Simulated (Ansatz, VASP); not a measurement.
## Two plane-wave programs on CeCr2B2C

Contents of POSCAR:

```
CeCr2B2C
1.0
    3.7628760000      0.0000000000      0.0000000000
    0.0000000000      3.7628760000      0.0000000000
    0.0000000000      0.0000000000      4.9562350000
Ce B Cr C
1 2 2 1
Direct
    0.0000000000      0.0000000000      0.0000000000
    0.5000000000      0.5000000000      0.2240000000
    0.5000000000      0.5000000000      0.7760000000
    0.0000000000      0.5000000000      0.5000000000
    0.5000000000      0.0000000000      0.5000000000
    0.0000000000      0.0000000000      0.5000000000
```

Contents of INCAR.step1:

```
SYSTEM = CeCr2B2C
PREC     = Accurate       ! precision mode
ENCUT    = 520            ! plane-wave cutoff, eV
ISMEAR   = -1             ! smearing method
SIGMA    = 0.1            ! smearing width, eV
LREAL    = .FALSE.        ! projectors in reciprocal space
LASPH    = .TRUE.         ! aspherical terms in the spheres
NELM     = 100            ! most SCF steps
NBANDS   = 32             ! bands
GGA      = PE             ! functional
ALGO     = Normal         ! electronic algorithm
EDIFF    = 1E-4           ! SCF threshold, eV
LWAVE    = .TRUE.         ! write WAVECAR
LCHARG   = .FALSE.        ! write CHGCAR
```

INCAR.step2

```
SYSTEM = CeCr2B2C
PREC     = Accurate       ! precision mode
ENCUT    = 520            ! plane-wave cutoff, eV
EDIFF    = 1E-7           ! SCF threshold, eV
ISMEAR   = -1             ! smearing method
SIGMA    = 0.1            ! smearing width, eV
LREAL    = .FALSE.        ! projectors in reciprocal space
LASPH    = .TRUE.         ! aspherical terms in the spheres
NELM     = 100            ! most SCF steps
ALGO     = Normal         ! electronic algorithm
ISIF     = 2              ! what is computed and relaxed
LWAVE    = .FALSE.        ! write WAVECAR
LCHARG   = .TRUE.         ! write CHGCAR
METAGGA  = R2SCAN         ! meta-GGA
LMIXTAU  = .TRUE.       
LELF     = .TRUE.         ! ELF
LVHAR    = .TRUE.       
NBANDS   = 32             ! bands
ISTART   = 1
```

File KPOINTS:

```
Automatic mesh
0
G
  6 6 5
  0 0 0
```

Input for Ansatz:

```yaml
crystal:
  lattice:
    - [3.762876, 0.0, 0.0]
    - [0.0, 3.762876, 0.0]
    - [0.0, 0.0, 4.956235]
  atoms:
    - { symbol: Ce, position: [0.0, 0.0, 0.0] }
    - { symbol: B, position: [0.5, 0.5, 0.224] }
    - { symbol: B, position: [0.5, 0.5, 0.776] }
    - { symbol: Cr, position: [0.0, 0.5, 0.5] }
    - { symbol: Cr, position: [0.5, 0.0, 0.5] }
    - { symbol: C, position: [0.0, 0.0, 0.5] }
  symmetry: { tolerance: 0.0003 }
kpoints:
  mp_grid: { grid: [6, 6, 5], shift: [0, 0, 0] }
magnetization:
  spin_polarized: false
scf:
  occupations: { method: fermi_dirac }
  convergence: { dr2_threshold: 1.0e-06 }
hamiltonian:
  pseudopotentials: { kind: paw }
  xc: r2scan
basis:
  ecutwfc: "500 eV"
output:
  forces: true
  stress: true
  eigenvalues: true
```

Alike in both runs: task single point; functional r2SCAN; k mesh 6 × 6 × 5; no spin polarisation.

```csv
,VASP,Ansatz
version,VASP 6.6.1,Ansatz 0.2.0
potentials or method,"VASP PAW PBE potentials, release 64 (Ce, B, Cr_pv, C), cutoff 520 eV",PAW plane waves
occupations,"fermi-dirac, width 0.1 eV",fermi-dirac
valence electrons in the cell,46,50
```

```tsv
	VASP	Ansatz	Ansatz less VASP
gap on the k mesh at the Fermi level (eV)	none	none	-
pressure (GPa)	-0.4	-0.6	-0.17
traceless stress, the component that is largest in VASP (GPa)	1.18	1.47	+0.297
rms of the force components (eV/Å)	0.075	0.078	+0.0027
```

VASP's potentials were made for PBE, not for r2SCAN. Atom by atom the forces differ by 0.003 eV/Å (rms over components). A gap of «none» marks a metal or a gap that the smearing closes. VASP's potentials hold 46 valence electrons a cell and Ansatz's 50, so a difference there can come from the potentials and not from the codes. Ansatz's warnings: force scf threshold loose, stress scf threshold loose.

Neither program's run includes spin-orbit coupling.
